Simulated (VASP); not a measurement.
The system is H6Rh.

```xyz
7
Lattice="0.0000 3.0729 3.0729 3.0729 0.0000 3.0729 3.0729 3.0729 0.0000" Properties=species:S:1:pos:R:3 pbc="T T T"
H     1.1240    1.1240    1.1240
H     1.9489    1.9489    1.1240
H     1.9489    1.1240    1.9489
H     1.1240    1.9489    1.9489
H     4.6093    4.6093    4.6093
H     3.0729    3.0729    3.0729
Rh    0.0000    0.0000    0.0000
```

The cell was generated, and may not be a known phase.

- Program: VASP 6.6.1
- Task: relaxation of cell and atoms
- Functional: PBE
- Potentials or basis: VASP PAW PBE potentials, release 64 (H, Rh_pv)
- Cutoff: 600 eV
- k mesh: 6 × 6 × 6
- Occupations: gaussian, width 0.1 eV
- Spin: no spin polarisation

At the start: pressure -14.5 GPa; volume 8.29 Å³/atom.

Task: Where does the relaxation end?

Result: Over 11 steps the energy falls by 355.9 meV/atom and the volume is 6.78 Å³/atom (-18.2 %); space group F-43m (No. 216, to 0.1 Å) before and after.

Step by step:
```csv
step,energy change (eV),largest force (eV/Å),pressure (GPa),volume (Å³)
1,0.0000,2.7317,-14.48,58.03
2,-1.6650,1.7402,-12.49,51.96
3,-0.8499,4.7284,39.93,40.72
4,-2.2205,1.2075,-7.52,48.70
5,-2.3435,0.9762,10.59,44.06
6,-2.4670,0.3562,-0.27,46.27
7,-2.4760,0.1470,1.49,45.84
8,-2.4752,0.0288,2.46,45.61
9,-2.4841,0.1140,0.87,46.43
10,-2.4861,0.1725,-0.18,47.01
11,-2.4913,0.0390,0.06,47.46
```

Final structure:
```xyz
7
Lattice="0.0000 2.8736 2.8736 2.8736 0.0000 2.8736 2.8736 2.8736 0.0000" Properties=species:S:1:pos:R:3 pbc="T T T"
H     0.8967    0.8967    0.8967
H     1.9770    1.9770    0.8967
H     1.9770    0.8967    1.9770
H     0.8967    1.9770    1.9770
H     4.3105    4.3105    4.3105
H     2.8736    2.8736    2.8736
Rh    5.7473    2.8736    2.8736
```

Caveat: the volume moved by over 15 % at a fixed basis, so the end points are rough.
